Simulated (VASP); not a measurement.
# HPt3 in VASP: relaxation of the atoms with PBE

Aim: the relaxation of the atoms of HPt3 with PBE.

All numbers are computed with VASP 6.6.1; they aren't measurements. Logs are shortened: lines on timing, memory, paths and dates and some standing lists are left out, and cuts for length are marked.

## 1. The cell of the first run

The cell holds a slab with vacuum, 4 atoms: a = 2.807 Å, b = 2.807 Å, c = 20.119 Å, α = 90.00°, β = 90.00°, γ = 120.00°.

## 2. Relaxation of the atoms, PBE

Contents of INCAR:

```
ALGO = Fast ; DIPOL = 0.5 0.5 0.361
EDIFF = 1E-6 ; EDIFFG = -0.025
ENCUT = 520 ; GGA = PE
IBRION = 2 ; IDIPOL = 3
ISIF = 2 ; ISMEAR = 0
LASPH = T ; LCHARG = F
LDIPOL = T ; LREAL = F
LWAVE = F ; NELM = 60
NSW = 50 ; PREC = Accurate
SIGMA = 0.1
```

Contents of KPOINTS:

```
k-points
0
Gamma
  12 12 1
```

Contents of POSCAR:

```
HPt3
1.0
    2.8071640675      0.0000000000      0.0000000000
   -1.4035820338      2.4310753951      0.0000000000
    0.0000000000      0.0000000000     20.1192652917
Pt H
3 1
Selective dynamics
Direct
    0.6666666667      0.3333333333      0.1988144170  F F F
    0.3333333333      0.6666666667      0.3136149989  F F F
    0.0000000000      0.0000000000      0.4284085510  T T T
    0.0000000000      0.1666666667      0.5047078262  F F T
```

Potentials or basis: VASP PAW PBE potentials, release 64 (Pt, H).

The run is started by

```console
$ cat potpaw_PBE.64/Pt/POTCAR potpaw_PBE.64/H/POTCAR > POTCAR
$ mpirun -np 1 vasp_std > vasp.out
```

OUTCAR:

```text
EDIFF = 1E-6
   EDIFFG = -0.025
   ENCUT = 520
   GGA = PE
   IBRION = 2
   ISIF = 2
   ISMEAR = 0
   LASPH = T
   LREAL = F
   NELM = 60
   NSW = 50
   PREC = Accurate

 ion  position               nearest neighbor table
   1  0.667  0.333  0.199-   2 2.82   2 2.82   2 2.82
   2  0.333  0.667  0.314-   3 2.82   3 2.82   3 2.82   1 2.82   1 2.82   1 2.82
   3  0.000  0.000  0.428-   4 1.60   2 2.82   2 2.82   2 2.82
   4  0.000  0.167  0.505-   3 1.60

  LATTYP: Found a hexagonal cell.
 ALAT       =     2.8071640675
 C/A-ratio  =     7.1671141436

  Lattice vectors:

 A1 = (   2.8071640675,   0.0000000000,   0.0000000000)
 A2 = (  -1.4035820338,   2.4310753951,   0.0000000000)
 A3 = (   0.0000000000,   0.0000000000,  20.1192652917)

Analysis of symmetry for initial positions (statically):
=====================================================================
 Subroutine PRICEL returns:
 Original cell was already a primitive cell.

 Routine SETGRP: Setting up the symmetry group for a
 hexagonal supercell.

 Subroutine GETGRP returns: Found  1 space group operations
 (whereof  1 operations were pure point group operations)
 out of a pool of 24 trial point group operations.

The static configuration has the point symmetry C_1 .

Analysis of symmetry for dynamics (positions and initial velocities):
=====================================================================
 Subroutine PRICEL returns:
 Original cell was already a primitive cell.

 Routine SETGRP: Setting up the symmetry group for a
 hexagonal supercell.

 Subroutine GETGRP returns: Found  1 space group operations
 (whereof  1 operations were pure point group operations)
 out of a pool of 24 trial point group operations.

The dynamic configuration has the point symmetry C_1 .

Analysis of constrained symmetry for selective dynamics:
=====================================================================
 Subroutine PRICEL returns:
 Original cell was already a primitive cell.

 Routine SETGRP: Setting up the symmetry group for a
 hexagonal supercell.

 Subroutine GETGRP returns: Found  1 space group operations
 (whereof  1 operations were pure point group operations)
 out of a pool of 24 trial point group operations.

The constrained configuration has the point symmetry C_1 .

 Subroutine INISYM returns: Found  1 space group operations
 (whereof  1 operations are pure point group operations),
 and found     1 'primitive' translations

----------------------------------------------------------------------------------------

                                     Primitive cell

  volume of cell :     137.3025

  direct lattice vectors                    reciprocal lattice vectors
     2.807164068  0.000000000  0.000000000     0.356231405  0.205670298  0.000000000
    -1.403582034  2.431075395  0.000000000     0.000000000  0.411340595  0.000000000
     0.000000000  0.000000000 20.119265292     0.000000000  0.000000000  0.049703604

  length of vectors
     2.807164068  2.807164068 20.119265292     0.411340595  0.411340595  0.049703604

  position of ions in fractional coordinates (direct lattice)
     0.666666667  0.333333333  0.198814417
     0.333333333  0.666666667  0.313614999
     0.000000000  0.000000000  0.428408551
     0.000000000  0.166666667  0.504707826

  ion indices of the primitive-cell ions
   primitive index   ion index
                 1           1
                 2           2
                 3           3
                 4           4

----------------------------------------------------------------------------------------

 KPOINTS: k-points

Automatic generation of k-mesh.
 Grid dimensions read from file:
 generate k-points for:   12   12    1

 Generating k-lattice:

  Cartesian coordinates                     Fractional coordinates (reciprocal lattice)
     0.029685950  0.017139191  0.000000000     0.083333333  0.000000000  0.000000000
     0.000000000  0.034278383  0.000000000     0.000000000  0.083333333  0.000000000
     0.000000000  0.000000000  0.049703604     0.000000000  0.000000000  1.000000000

  Length of vectors
     0.034278383  0.034278383  0.049703604

  Shift w.r.t. Gamma in fractional coordinates (k-lattice)
     0.000000000  0.000000000  0.000000000

 Subroutine IBZKPT returns following result:
 ===========================================

 Found     74 irreducible k-points:

 Following reciprocal coordinates:
            Coordinates               Weight
  0.000000  0.000000  0.000000      1.000000
  0.083333  0.000000  0.000000      2.000000
  0.000000  0.083333  0.000000      2.000000
 -0.083333  0.083333  0.000000      2.000000
  0.166667  0.000000  0.000000      2.000000
  0.000000  0.166667  0.000000      2.000000
[... 16 lines left out ...]
  0.166667  0.083333  0.000000      2.000000
 -0.083333  0.250000  0.000000      2.000000
 [... further k-points ...]
   k-points           NKPTS =     74   k-points in BZ     NKDIM =     74   number of bands    NBANDS=     19
   number of dos      NEDOS =    301   number of ions     NIONS =      4
   total plane-waves  NPLWV =  86400
   dimension x,y,z NGX =    24 NGY =   24 NGZ =  150
   dimension x,y,z NGXF=    48 NGYF=   48 NGZF=  300
   ions per type =               3   1
   NGX,Y,Z   is equivalent  to a cutoff of  14.21, 14.21, 12.39 a.u.
   NGXF,Y,Z  is equivalent  to a cutoff of  28.43, 28.43, 24.79 a.u.
 SYSTEM =  unknown system
   PREC   = accura    normal or accurate (medium, high low for compatibility)
   ISTART =      0    job   : 0-new  1-cont  2-samecut
   ICHARG =      2    charge: 1-file 2-atom 10-const
   ISPIN  =      1    spin polarized calculation?
   LNONCOLLINEAR =      F non collinear calculations
   LSORBIT =      F    spin-orbit coupling
   LASPH  =      T    aspherical Exc in radial PAW
   ENCUT  =  520.0 eV  38.22 Ry    6.18 a.u.   5.22  5.22 37.41*2*pi/ulx,y,z
   NELM   =     60;   NELMIN=  2; NELMDL= -5     # of ELM steps
   EDIFF  = 0.1E-05   stopping-criterion for ELM
   LREAL  =      F    real-space projection
   EDIFFG = -.3E-01   stopping-criterion for IOM
   NSW    =     50    number of steps for IOM
   IBRION =      2    ionic relax: 0-MD 1-quasi-New 2-CG
   NFREE  =      1    steps in history (QN), initial steepest desc. (CG)
   ISIF   =      2    stress and relaxation
   ISYM   =      2    0-nonsym 1-usesym 2-fastsym
   POTIM  = 0.5000    time-step for ionic-motion
   TEBEG  =    0.0;   TEEND  =   0.0 temperature during run
   PSTRESS=    0.0 pullay stress
   NELECT =      31.0000    total number of electrons
   NUPDOWN=      -1.0000    fix difference up-down
   EMIN   =  10.00;   EMAX   =-10.00  energy-range for DOS
   EFERMI =   0.00;   METHOD = LEGACY
   ISMEAR =     0;   SIGMA  =   0.10  broadening in eV -4-tet -1-fermi 0-gaus
   EFERMI_NEDOS =   21; number of points for ismear=-14 and -15
   IALGO  =     68    algorithm
   IMIX   =      4    mixing-type and parameters
     AMIX     =   0.40;   BMIX     =  1.00
     AMIX_MAG =   1.60;   BMIX_MAG =  1.00
  volume/ion in A,a.u.               =      34.33       231.64
  Fermi-wavevector in a.u.,A,eV,Ry     =   0.996864  1.883800 13.520626  0.993738
  Thomas-Fermi vector in A             =   2.128981
   LORBIT       =      0    0 simple, 1 ext, 2 COOP (PROOUT), +10 PAW based schemes
   GGA     = PE    functional components
   LHFCALC =     F    Hartree Fock is set to
   AEXX    =    0.0000 exact exchange contribution
   IVDW    =     0    specifies the selected vdW correction
   LEPSILON=     F    determine dielectric tensor
   LRPA    =     F    only Hartree local field effects (RPA)
 conjugate gradient relaxation of ions
 non-spin polarized calculation
 RMM-DIIS sequential band-by-band and
 Gauss-broadening in eV      SIGMA  =   0.10
  energy-cutoff  :      520.00
  volume of cell :      137.30
 maximum number of plane-waves:      3715
 NGX is ok and might be reduce to    24
   NGX = 11   NGY = 11   NGZ = 75

 dipolmoment           0.000000      0.000000      0.019908 electrons x Angstroem

--------------------------------------- Ionic step        1  -------------------------------------------

 number of electron      31.0000000 magnetization

 Free energy of the ion-electron system (eV)
  ---------------------------------------------------
  ext. energy  EPLUGINS =         0.00000000
  ---------------------------------------------------
  free energy    TOTEN  =       -20.77750124 eV

  energy without entropy =      -20.74968149  energy(sigma->0) =      -20.76359137

------------------------ aborting loop because EDIFF is reached ----------------------------------------

  FORCE on cell =-STRESS in cart. coord.  units (eV):
  Direction    XX          YY          ZZ          XY          YZ          ZX
  --------------------------------------------------------------------------------------
  -------------------------------------------------------------------------------------
  Total       -3.7551552     -3.6855908     -0.4293635      0.1599741     -0.3595170      0.2323780
  in kB      -43.8187651    -43.0070204     -5.0102269      1.8667318     -4.1951904      2.7116098
  external PRESSURE =     -30.6120041 kB  Pullay stress =       0.0000000 kB
[... 95 lines left out ...]
  FREE ENERGIE OF THE ION-ELECTRON SYSTEM (eV)
  ---------------------------------------------------
  free  energy   TOTEN  =       -20.7956352158 eV

  energy  without entropy=      -20.7677974542  energy(sigma->0) =      -20.78171633

[... ionic steps 4 to 14 ...]

--------------------------------------- Ionic step       15  -------------------------------------------

 number of electron      30.9999998 magnetization

------------------------ aborting loop because EDIFF is reached ----------------------------------------
[... 71 lines left out ...]
--------------------------------------- Ionic step       17  -------------------------------------------

 number of electron      30.9999998 magnetization

 dipolmoment           0.000000      0.000000     -0.026176 electrons x Angstroem

 Free energy of the ion-electron system (eV)
  ---------------------------------------------------
  ext. energy  EPLUGINS =         0.00000000
  ---------------------------------------------------
  free energy    TOTEN  =       -20.81644892 eV

  energy without entropy =      -20.78883747  energy(sigma->0) =      -20.80264320

 E-fermi :   0.1992     XC(G=0):  -5.6546

 val. band max:        0.1915260468   @ k =   0.4167   0.1667   0.0000
 cond. band min:       0.2092659520   @ k =  -0.4167   0.2500   0.0000
 fundamental gap:      0.0177399051
 Fermi energy:         0.1991688911

 k-point     1 :       0.0000    0.0000    0.0000
  band No.  band energies     occupation
      1      -8.7631      2.00000
      2      -7.2095      2.00000
      3      -6.4313      2.00000
      4      -5.6462      2.00000
      5      -3.2629      2.00000
      6      -3.0986      2.00000
[... 505 lines left out ...]
      6      -3.7416      2.00000
[... 11 lines left out ...]
     18       0.6709      0.00000
     19       3.3054      0.00000

 [... further k-points ...]

------------------------ aborting loop because EDIFF is reached ----------------------------------------

 vacuum level on the upper side and lower side of the slab       (xc-potential included)        -0.376         0.261

  FORCE on cell =-STRESS in cart. coord.  units (eV):
  Direction    XX          YY          ZZ          XY          YZ          ZX
  --------------------------------------------------------------------------------------
  -------------------------------------------------------------------------------------
  Total       -4.1219489     -3.9316112      0.0466113      0.0538904     -0.3981889      0.2021001
  in kB      -48.0988670    -45.8778236      0.5439060      0.6288456     -4.6464509      2.3582987
  external PRESSURE =     -31.1442615 kB  Pullay stress =       0.0000000 kB
[... 19 lines left out ...]
  FREE ENERGIE OF THE ION-ELECTRON SYSTEM (eV)
  ---------------------------------------------------
  free  energy   TOTEN  =       -20.8164489234 eV

  energy  without entropy=      -20.7888374745  energy(sigma->0) =      -20.80264320

 reached required accuracy - stopping structural energy minimisation

 vacuum level on the upper side and lower side of the slab         5.129         5.786
```

Run time: 48 min. Hardware: 1 thread of Oxide Virtual Turin-like, shared host; peak memory 0.38 GiB.

What came out:

```yaml
Free_energy: -20.8164 eV
Energy_gained_by_relaxing: 9.7 meV/atom
Ionic_steps: 17
Band_gap_on_the_k_mesh: zero (an odd number of electrons rules out a gap without spin polarisation)
```

Step by step:
```
step  energy change (eV)  largest force on free atoms (eV/Å)  pressure (GPa)
   1              0.0000                              0.8649           -3.06
   2             -0.0130                              0.5225           -2.65
   3             -0.0181                              0.2224           -2.82
   4             -0.0208                              0.2042           -2.83
   5             -0.0276                              0.1598           -2.86
   6             -0.0358                              0.1068           -2.93
   7             -0.0260                              0.4625           -3.08
   8             -0.0369                              0.1450           -2.96
   9             -0.0332                              0.4388           -2.83
  10             -0.0374                              0.0626           -2.93
  11             -0.0381                              0.0441           -3.00
  12             -0.0388                              0.0292           -3.13
  13             -0.0388                              0.0276           -3.15
  14             -0.0388                              0.0543           -3.15
  15             -0.0388                              0.0390           -3.15
  16             -0.0389                              0.0344           -3.14
  17             -0.0389                              0.0184           -3.11
```

Final structure:
```xyz
4
Lattice="2.8072 0.0000 0.0000 -1.4036 2.4311 0.0000 0.0000 0.0000 20.1193" Properties=species:S:1:pos:R:3 pbc="T T T"
Pt    1.4036    0.8104    4.0000
Pt    0.0000    1.6207    6.3097
Pt    2.7025    0.1459    8.6645
H    -0.2339    0.4052   10.1982
```

Caveat: spin-orbit coupling is left out, which moves the levels of the heavy elements.
